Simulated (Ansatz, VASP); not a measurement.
**In2S: VASP beside Ansatz**

```
In S
1.0
     3.98989    0.00000    0.00000
     0.00000    3.98989    0.00000
     0.00000    0.00000    5.41352
In S
2 1
Cartesian
  1.9949 0.0000 3.5802
  0.0000 1.9949 1.8333
  0.0000 0.0000 0.0000
```

Change from the starting cell: ordered vacancies on the anion sites of zinc blende (P-4m2, No. 115).

Alike in both runs: functional PBE; k mesh 4 × 4 × 4; occupations gaussian, width 0.1 eV; no spin polarisation.

Ansatz relaxed the structure, and its values are those at the end. VASP's run is a single point on that final structure, the one shown.

```csv
,VASP,Ansatz
version,VASP 6.6.1,Ansatz 0.2.0
potentials or method,"VASP PAW PBE potentials, release 64 (In_d, S), cutoff 520 eV","scalar-relativistic, plane waves, PAW"
valence electrons in the cell,32,32
```

|  | VASP | Ansatz | Ansatz less VASP |
| --- | --- | --- | --- |
| gap on the k mesh at the Fermi level (eV) | none | none | - |
| pressure (GPa) | 0.1 | 0.1 | +0.04 |
| rms of the force components (eV/Å) | 0.021 | 0.017 | -0.0035 |

A gap of «none» marks a metal or a gap that the smearing closes.

The k mesh is coarse, so the values compare programs but aren't converged.
